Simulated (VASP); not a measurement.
Wanted: the native input for a VASP 6.6.1 run.

| Quantity | Value |
| --- | --- |
| Task | relaxation of shape and atoms at fixed volume |
| Functional | PBE |
| Potentials or basis | VASP PAW PBE potentials, release 64 (Si, C) |
| Cutoff | 600 eV |
| k mesh | 12 × 12 × 4 |
| Occupations | gaussian, width 0.1 eV |
| Spin | no spin polarisation |
| Dipole correction | no |
| Further INCAR settings | ALGO = Normal; EDIFF = 1e-07; IBRION = 2; EDIFFG = -0.01; NSW = 50; ISIF = 4 |

The structure of SiC5 lies in POSCAR:

```
SiC5
1.0
    4.7088724542      0.0000000000      0.0000000000
   -2.3544362271      4.0780031685      0.0000000000
    0.0000000000      0.0000000000      8.0780526019
Si C
2 10
Direct
    0.0000000000      0.0000000000      0.7500000000
    0.0000000000      0.0000000000      0.2500000000
    0.6199701853      0.0000000000      0.7500000000
    0.3333333333      0.6666666667      0.7500000000
    0.6666666667      0.3333333333      0.7500000000
    0.0000000000      0.6199701853      0.7500000000
    0.3800298147      0.3800298147      0.7500000000
    0.6199701853      0.6199701853      0.2500000000
    0.6666666667      0.3333333333      0.2500000000
    0.3333333333      0.6666666667      0.2500000000
    0.0000000000      0.3800298147      0.2500000000
    0.3800298147      0.0000000000      0.2500000000
```

One way to write it, as run:

INCAR

```
ALGO = Normal ; EDIFF = 1E-7
EDIFFG = -0.01 ; ENCUT = 600
GGA = PE ; GGA_COMPAT = False
IBRION = 2 ; ISIF = 4
ISMEAR = 0 ; LASPH = True
LCHARG = False ; LREAL = False
LWAVE = False ; NELM = 120
NELMIN = 4 ; NSW = 50
PREC = Accurate ; SIGMA = 0.1
```

KPOINTS

```
k-points
0
Gamma
  12 12 4
```

Potentials or basis: VASP PAW PBE potentials, release 64 (Si, C).

Run with:

```sh
$ cat potpaw_PBE.64/Si/POTCAR potpaw_PBE.64/C/POTCAR > POTCAR
$ mpirun -np 1 vasp_std > vasp.out
```

Results of the run:

```json
{
 "Energy gained by relaxing": "9.4 meV/atom",
 "Ionic steps": "5",
 "Pressure after relaxing": "-0.3 GPa",
 "Band gap on the k mesh": "zero (filled and empty bands touch)"
}
```

Caveat: semilocal functionals underestimate gaps, and a narrow one can read as zero.

Wall time 8.3 min on 1 thread of Intel(R) Xeon(R) 6975P-C (Granite Rapids) (shared host), peak memory 0.49 GiB.
